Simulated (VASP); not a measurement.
# HgSe (F-43m) in VASP: relaxation of cell and atoms with r2SCAN

Aim: the relaxation of cell and atoms of HgSe with r2SCAN.

All numbers are computed with VASP 6.6.1; they aren't measurements. Logs are shortened: lines on timing, memory, paths and dates and some standing lists are left out, and cuts for length are marked.

**1. The cell of the first run**

It takes space group F-43m (No. 216, cubic). The conventional cell has a = 6.183 Å, b = 6.183 Å, c = 6.183 Å, α = 90.00°, β = 90.00°, γ = 90.00°. Within 3.5 Å of Hg (site symmetry -43m) lie 4 Se at 2.68 Å. Se (site symmetry -43m) has 4 Hg at 2.68 Å within 3.5 Å.

**2. Relaxation of cell and atoms, r2SCAN, target pressure 15 GPa, at which the enthalpy is minimised**

File POSCAR:

```
HgSe
1.0
    0.0000000000      3.0913486427      3.0913486427
    3.0913486427      0.0000000000      3.0913486427
    3.0913486427      3.0913486427      0.0000000000
Hg Se
1 1
Direct
    0.0000000000      0.0000000000      0.0000000000
    0.7500000000      0.7500000000      0.7500000000
```

File INCAR.step1:

```
PREC = Accurate ; ENCUT = 550
ISMEAR = -1 ; SIGMA = 0.05
LREAL = False ; LASPH = True
NELM = 120 ; GGA = PE
ALGO = Normal ; EDIFF = 1E-5
LWAVE = True ; LCHARG = False
GGA_COMPAT = False ; IBRION = 2
ISIF = 3 ; EDIFFG = -0.005
NELMIN = 4 ; NSW = 100
```

File INCAR.step2:

```
PREC = Accurate ; ENCUT = 550
EDIFF = 1E-7 ; ISMEAR = -1
SIGMA = 0.05 ; LREAL = False
LASPH = True ; NELM = 120
ALGO = Normal ; ISIF = 3
LWAVE = False ; LCHARG = False
METAGGA = R2SCAN ; LMIXTAU = True
IBRION = 2 ; NSW = 100
EDIFFG = -0.002 ; PSTRESS = 150.0
ISTART = 1 ; GGA_COMPAT = False
NELMIN = 4
```

File KPOINTS:

```
regular mesh
0
Gamma
  14 14 14
```

Potentials or basis: VASP PAW PBE potentials, release 64 (Hg, Se).

Run with:

```
$ cat potpaw_PBE.64/Hg/POTCAR potpaw_PBE.64/Se/POTCAR > POTCAR
$ cp INCAR.step1 INCAR
$ mpirun -np 1 vasp_std > vasp.out
$ cp INCAR.step2 INCAR
$ mpirun -np 1 vasp_std > vasp.out
```

OUTCAR:

```text
PREC = Accurate
   ENCUT = 550
   EDIFF = 1E-7
   ISMEAR = -1
   LREAL = False
   LASPH = True
   NELM = 120
   ISIF = 3
   METAGGA = R2SCAN
   IBRION = 2
   NSW = 100
   EDIFFG = -0.002
   PSTRESS = 150.0
   ISTART = 1
   NELMIN = 4

 ion  position               nearest neighbor table
   1  0.000  0.000  0.000-   2 2.68   2 2.68   2 2.68   2 2.68
   2  0.750  0.750  0.750-   1 2.68   1 2.68   1 2.68   1 2.68

  LATTYP: Found a face centered cubic cell.
 ALAT       =     6.1826972854

  Lattice vectors:

 A1 = (   0.0000000000,   3.0913486427,   3.0913486427)
 A2 = (   3.0913486427,   0.0000000000,   3.0913486427)
 A3 = (   3.0913486427,   3.0913486427,   0.0000000000)

Analysis of symmetry for initial positions (statically):
=====================================================================
 Subroutine PRICEL returns:
 Original cell was already a primitive cell.

 Routine SETGRP: Setting up the symmetry group for a
 face centered cubic supercell.

 Subroutine GETGRP returns: Found 24 space group operations
 (whereof 24 operations were pure point group operations)
 out of a pool of 48 trial point group operations.

The static configuration has the point symmetry T_d .

Analysis of symmetry for dynamics (positions and initial velocities):
=====================================================================
 Subroutine PRICEL returns:
 Original cell was already a primitive cell.

 Routine SETGRP: Setting up the symmetry group for a
 face centered cubic supercell.

 Subroutine GETGRP returns: Found 24 space group operations
 (whereof 24 operations were pure point group operations)
 out of a pool of 48 trial point group operations.

The dynamic configuration has the point symmetry T_d .

 Subroutine INISYM returns: Found 24 space group operations
 (whereof 24 operations are pure point group operations),
 and found     1 'primitive' translations

----------------------------------------------------------------------------------------

                                     Primitive cell

  volume of cell :      59.0846

  direct lattice vectors                    reciprocal lattice vectors
     0.000000000  3.091348643  3.091348643    -0.161741705  0.161741705  0.161741705
     3.091348643  0.000000000  3.091348643     0.161741705 -0.161741705  0.161741705
     3.091348643  3.091348643  0.000000000     0.161741705  0.161741705 -0.161741705

  length of vectors
     4.371827177  4.371827177  4.371827177     0.280144851  0.280144851  0.280144851

  position of ions in fractional coordinates (direct lattice)
     0.000000000  0.000000000  0.000000000
     0.750000000  0.750000000  0.750000000

  ion indices of the primitive-cell ions
   primitive index   ion index
                 1           1
                 2           2

----------------------------------------------------------------------------------------

 KPOINTS: regular mesh

Automatic generation of k-mesh.
 Grid dimensions read from file:
 generate k-points for:   14   14   14

 Generating k-lattice:

  Cartesian coordinates                     Fractional coordinates (reciprocal lattice)
    -0.011552979  0.011552979  0.011552979     0.071428571  0.000000000  0.000000000
     0.011552979 -0.011552979  0.011552979     0.000000000  0.071428571  0.000000000
     0.011552979  0.011552979 -0.011552979     0.000000000  0.000000000  0.071428571

  Length of vectors
     0.020010346  0.020010346  0.020010346

  Shift w.r.t. Gamma in fractional coordinates (k-lattice)
     0.000000000  0.000000000  0.000000000

 Subroutine IBZKPT returns following result:
 ===========================================

 Found    104 irreducible k-points:

 Following reciprocal coordinates:
            Coordinates               Weight
  0.000000  0.000000  0.000000      1.000000
  0.071429  0.000000  0.000000      8.000000
  0.142857  0.000000  0.000000      8.000000
  0.214286  0.000000  0.000000      8.000000
  0.285714  0.000000  0.000000      8.000000
  0.357143  0.000000  0.000000      8.000000
[... 16 lines left out ...]
  0.214286  0.142857  0.000000     24.000000
  0.285714  0.142857  0.000000     24.000000
 [... further k-points ...]
   k-points           NKPTS =    104   k-points in BZ     NKDIM =    104   number of bands    NBANDS=     13
   number of dos      NEDOS =    301   number of ions     NIONS =      2
   total plane-waves  NPLWV =  46656
   dimension x,y,z NGX =    36 NGY =   36 NGZ =   36
   dimension x,y,z NGXF=    72 NGYF=   72 NGZF=   72
   ions per type =               1   1
   NGX,Y,Z   is equivalent  to a cutoff of  13.69, 13.69, 13.69 a.u.
   NGXF,Y,Z  is equivalent  to a cutoff of  27.38, 27.38, 27.38 a.u.
 SYSTEM =  unknown system
   PREC   = accura    normal or accurate (medium, high low for compatibility)
   ISTART =      1    job   : 0-new  1-cont  2-samecut
   ICHARG =      0    charge: 1-file 2-atom 10-const
   ISPIN  =      1    spin polarized calculation?
   LNONCOLLINEAR =      F non collinear calculations
   LSORBIT =      F    spin-orbit coupling
   LASPH  =      T    aspherical Exc in radial PAW
   ENCUT  =  550.0 eV  40.42 Ry    6.36 a.u.   8.36  8.36  8.36*2*pi/ulx,y,z
   NELM   =    120;   NELMIN=  4; NELMDL=  0     # of ELM steps
   EDIFF  = 0.1E-06   stopping-criterion for ELM
   LREAL  =      F    real-space projection
   EDIFFG = -.2E-02   stopping-criterion for IOM
   NSW    =    100    number of steps for IOM
   IBRION =      2    ionic relax: 0-MD 1-quasi-New 2-CG
   NFREE  =      1    steps in history (QN), initial steepest desc. (CG)
   ISIF   =      3    stress and relaxation
   ISYM   =      2    0-nonsym 1-usesym 2-fastsym
   POTIM  = 0.5000    time-step for ionic-motion
   TEBEG  =    0.0;   TEEND  =   0.0 temperature during run
   PSTRESS=  150.0 pullay stress
   NELECT =      18.0000    total number of electrons
   NUPDOWN=      -1.0000    fix difference up-down
   EMIN   =  10.00;   EMAX   =-10.00  energy-range for DOS
   EFERMI =   0.00;   METHOD = LEGACY
   ISMEAR =    -1;   SIGMA  =   0.05  broadening in eV -4-tet -1-fermi 0-gaus
   EFERMI_NEDOS =   21; number of points for ismear=-14 and -15
   IALGO  =     38    algorithm
   IMIX   =      4    mixing-type and parameters
     AMIX     =   0.40;   BMIX     =  1.00
     AMIX_MAG =   1.60;   BMIX_MAG =  1.00
  volume/ion in A,a.u.               =      29.54       199.36
  Fermi-wavevector in a.u.,A,eV,Ry     =   1.101559  2.081644 16.509741  1.213432
  Thomas-Fermi vector in A             =   2.237988
   LORBIT       =      0    0 simple, 1 ext, 2 COOP (PROOUT), +10 PAW based schemes
   METAGGA = R2SCAN    functional components
   LHFCALC =     F    Hartree Fock is set to
   AEXX    =    0.0000 exact exchange contribution
   IVDW    =     0    specifies the selected vdW correction
   LEPSILON=     F    determine dielectric tensor
   LRPA    =     F    only Hartree local field effects (RPA)
 conjugate gradient relaxation of ions
 non-spin polarized calculation
  energy-cutoff  :      550.00
  volume of cell :       59.08
 maximum number of plane-waves:      1762
 NGX is ok and might be reduce to    36
   NGX = 17   NGY = 17   NGZ = 17

--------------------------------------- Ionic step        1  -------------------------------------------

 number of electron      18.0000001 magnetization

 Free energy of the ion-electron system (eV)
  ---------------------------------------------------
  ext. energy  EPLUGINS =         0.00000000
  ---------------------------------------------------
  free energy    TOTEN  =       -64.14989557 eV

  energy without entropy =      -64.14969866  energy(sigma->0) =      -64.14979712

 E-fermi :   1.1221     XC(G=0):  -9.4081

 val. band max:        0.9941548361   @ k =   0.0000   0.0000   0.0000
 cond. band min:       1.3799821609   @ k =   0.0714   0.0000   0.0000
 fundamental gap:      0.3858273248
 Fermi energy:         1.1220719046

 k-point     1 :       0.0000    0.0000    0.0000
  band No.  band energies     occupation
      1     -12.6071      2.00000
      2      -6.1349      2.00000
      3      -6.1349      2.00000
      4      -6.1349      2.00000
      5      -5.4265      2.00000
      6      -5.4265      2.00000
      7       0.2930      2.00000
      8       0.9942      1.85626
      9       0.9942      1.85626
     10       0.9942      1.85626
     11       6.9898      0.00000
     12       6.9898      0.00000
     13       6.9898      0.00000
[... 353 lines left out ...]
 k-point    24 :       0.2857    0.1429    0.0000
  band No.  band energies     occupation
      1     -12.3526      2.00000
      2      -6.0505      2.00000
      3      -5.9776      2.00000
      4      -5.9291      2.00000
      5      -5.4554      2.00000
      6      -5.3897      2.00000
      7      -2.1622      2.00000
      8       0.0640      2.00000
      9       0.0855      2.00000
     10       3.0471      0.00000
     11       5.7979      0.00000
     12       7.8513      0.00000
     13       8.1746      0.00000

 [... further k-points ...]

------------------------ aborting loop because EDIFF is reached ----------------------------------------

  FORCE on cell =-STRESS in cart. coord.  units (eV):
  Direction    XX          YY          ZZ          XY          YZ          ZX
  --------------------------------------------------------------------------------------
  -------------------------------------------------------------------------------------
  Total        0.0844311      0.0844311      0.0844311      0.0000000      0.0000000     -0.0000000
  in kB        2.2894929      2.2894929      2.2894929      0.0000000      0.0000000     -0.0000000
  external PRESSURE =    -147.7105071 kB  Pullay stress =     150.0000000 kB
[... 213 lines left out ...]
  enthalpy is  TOTEN    =       -59.1499722966 eV   P V=        4.6110177582

--------------------------------------- Ionic step        7  -------------------------------------------

 number of electron      18.0000001 magnetization

 Free energy of the ion-electron system (eV)
  ---------------------------------------------------
  ext. energy  EPLUGINS =         0.00000000
  ---------------------------------------------------
  free energy    TOTEN  =       -63.75473446 eV

  energy without entropy =      -63.75457268  energy(sigma->0) =      -63.75465357

 E-fermi :   3.0174     XC(G=0): -10.3403

 val. band max:        2.9120305344   @ k =   0.0000   0.0000   0.0000
 cond. band min:       3.4347213730   @ k =   0.0714   0.0000   0.0000
 fundamental gap:      0.5226908386
 Fermi energy:         3.0174414921

 k-point     1 :       0.0000    0.0000    0.0000
  band No.  band energies     occupation
      1     -12.1877      2.00000
      2      -5.4848      2.00000
      3      -5.4848      2.00000
      4      -5.4848      2.00000
      5      -4.4161      2.00000
      6      -4.4161      2.00000
      7       2.4707      1.99996
      8       2.9120      1.78340
      9       2.9120      1.78340
     10       2.9120      1.78340
     11       8.5954      0.00000
     12       8.5954      0.00000
     13       8.5954      0.00000
[... 353 lines left out ...]
 k-point    24 :       0.2857    0.1429    0.0000
  band No.  band energies     occupation
      1     -11.8049      2.00000
      2      -5.4249      2.00000
      3      -5.2564      2.00000
      4      -5.2274      2.00000
      5      -4.4702      2.00000
      6      -4.3563      2.00000
      7      -0.6466      2.00000
      8       1.6031      2.00000
      9       1.6083      2.00000
     10       5.2892      0.00000
     11       7.4436      0.00000
     12       9.6601      0.00000
     13      10.1121      0.00000

 [... further k-points ...]

------------------------ aborting loop because EDIFF is reached ----------------------------------------

  FORCE on cell =-STRESS in cart. coord.  units (eV):
  Direction    XX          YY          ZZ          XY          YZ          ZX
  --------------------------------------------------------------------------------------
  -------------------------------------------------------------------------------------
  Total        4.6081921      4.6081921      4.6081921     -0.0000000     -0.0000000     -0.0000000
  in kB      150.1127831    150.1127831    150.1127831     -0.0000000     -0.0000000     -0.0000000
  external PRESSURE =       0.1127831 kB  Pullay stress =     150.0000000 kB
[... 17 lines left out ...]
  FREE ENERGIE OF THE ION-ELECTRON SYSTEM (eV)
  ---------------------------------------------------
  free  energy   TOTEN  =       -63.7547344596 eV

  energy  without entropy=      -63.7545726793  energy(sigma->0) =      -63.75465357

  enthalpy is  TOTEN    =       -59.1500046062 eV   P V=        4.6047298534

 reached required accuracy - stopping structural energy minimisation
```

It took 14 min on 1 thread of Intel Xeon 6975P-C (Granite Rapids), shared host; peak memory 0.3 GiB.

What came out:

```yaml
Free_energy: -63.7547 eV
Relaxed_volume: 24.59 Å³/atom
Relaxed_cell: a = 4.113 Å, b = 4.113 Å, c = 4.113 Å, α = 60.00°, β = 60.00°, γ = 60.00°
Space_group_after_relaxing_to_0.1_Å: F-43m (No. 216)
Energy_change_on_relaxing_the_run_minimises_the_enthalpy: +197.6 meV/atom
Ionic_steps: 7
Pressure_after_relaxing: 15.0 GPa
Band_gap_on_the_k_mesh: zero (filled and empty bands touch)
```

Step by step:
```csv
step,energy change (eV),largest force (eV/Å),pressure (GPa),volume (Å³)
1,0.0000,0.0000,0.23,59.08
2,2.6039,0.0000,61.55,38.72
3,0.3476,0.0000,13.78,49.71
4,0.3819,0.0000,14.67,49.33
5,0.3989,0.0000,15.11,49.14
6,0.3889,0.0000,14.85,49.25
7,0.3952,0.0000,15.01,49.18
```

Final structure:
```
Hg Se
1.0
     0.00000    2.90802    2.90802
     2.90802    0.00000    2.90802
     2.90802    2.90802    0.00000
Hg Se
1 1
Direct
  0.00000 0.00000 0.00000
  0.75000 0.75000 0.75000
```

Levels at points of the mesh, in eV from the Fermi level:
| k point | band 6 | band 7 | band 8 | band 9 | band 10 | band 11 | band 12 | band 13 |
| --- | --- | --- | --- | --- | --- | --- | --- | --- |
| (0.00, 0.00, 0.00) | -7.43 | -0.55 | -0.11 | -0.11 | -0.11 | 5.58 | 5.58 | 5.58 |
| (0.50, 0.00, 0.00) | -6.99 | -6.83 | -1.41 | -1.41 | 1.32 | 6.46 | 6.46 | 7.55 |
| (0.50, 0.50, 0.00) | -6.92 | -6.04 | -3.15 | -3.15 | 2.86 | 2.97 | 9.28 | 11.06 |

Caveat: the cell is relaxed towards a set pressure, so the run minimises the enthalpy, not the energy; the volume moved by over 15 % at a fixed basis, so the end points are rough; semilocal functionals underestimate gaps, so a narrow gap can read as zero; the PAW data sets were made with another functional, which shifts forces and pressure a little; spin-orbit coupling is left out, which moves the levels of the heavy elements.
